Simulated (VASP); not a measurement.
Set up this calculation in VASP 6.6.1, as the native input.

```
Task                   : single point
Functional             : PBE
Dispersion             : D3(BJ)
Potentials or basis    : VASP PAW PBE potentials, release 64 (Tl_d)
Cutoff                 : 520 eV
k mesh                 : 15 × 15 × 4
Occupations            : gaussian, width 0.1 eV
Spin                   : no spin polarisation
Dipole correction      : no
Further INCAR settings : ALGO = Fast; EDIFF = 1e-07; NBANDS = 34
```

The structure of Tl lies in POSCAR:

```
Tl
1.0
    3.3724435600      0.0000000000      0.0000000000
   -1.6862217800      2.9206217958      0.0000000000
    0.0000000000      0.0000000000     11.0770398455
Tl
4
Direct
    0.0000000000      0.0000000000      0.0000000000
    0.3333333333      0.6666666667      0.2500000000
    0.0000000000      0.0000000000      0.5000000000
    0.6666666667      0.3333333333      0.7500000000
```

One way to write it, as run:

INCAR

```
PREC = Accurate ; ENCUT = 520
EDIFF = 1E-7 ; ISMEAR = 0
SIGMA = 0.1 ; LREAL = False
LASPH = True ; NELM = 100
ALGO = Fast ; ISIF = 2
LWAVE = False ; LCHARG = False
GGA = PE ; IVDW = 12
NBANDS = 34
```

KPOINTS

```
regular mesh
0
Gamma
  15 15 4
```

Potentials or basis: VASP PAW PBE potentials, release 64 (Tl_d).

The run is started by

```sh
$ cat potpaw_PBE.64/Tl_d/POTCAR > POTCAR
$ mpirun -np 1 vasp_std > vasp.out
```

It gave:

The pressure is 2.9 GPa. The band gap on the k mesh is zero (bands 26 and 27 overlap by 4.52 eV) and the dispersion energy per atom is -0.360 eV.

Caveat: spin-orbit coupling is left out, which moves the levels of the heavy elements.

Run time: 5.1 min on 1 thread of Intel(R) Xeon(R) Platinum 8259CL CPU @ 2.50GHz (Skylake/Cascade Lake), with other jobs on the host, peak memory 0.38 GiB.
